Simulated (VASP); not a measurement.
Runs of VASP 6.6.1 on KMgI3. The structure is that of space group Pm-3m (No. 221), or close to it. The cells are those of the table. 

```csv
level,cell,gap on the mesh (eV),pressure (GPa)
r2SCAN,"a = 5.928 Å, 5 atoms",1.74,(a)
r2SCAN,"a = 5.755 Å, 5 atoms",1.87,0.6
PBE,"a = 5.852 Å, 5 atoms",1.18,0.0
r2SCAN,"a = 5.871 Å, 5 atoms",1.79,-0.6
r2SCAN,"a = 5.814 Å, 5 atoms",1.83,-0.1
PBE,"a = 5.814 Å, 5 atoms",1.21,0.4
PBE,"a = 5.733 Å, 5 atoms",1.27,1.3
r2SCAN,"a = 5.695 Å, 5 atoms",(b),1.4
```

Alike in all rows: task single point; potentials or basis VASP PAW PBE potentials, release 64 (K_sv, Mg, I); no spin polarisation; k mesh 4 × 4 × 4; cutoff (eV) 520; smearing gaussian 0.01 eV.

Fill in the values left out.

(a) -1.1; (b) 1.91.

Caveats: spin-orbit coupling is left out, which moves the levels of the heavy elements; the PAW data sets were made with another functional, which shifts forces and pressure a little (some runs).

A k mesh can miss the band edges, and the runs leave out spin-orbit coupling on I.
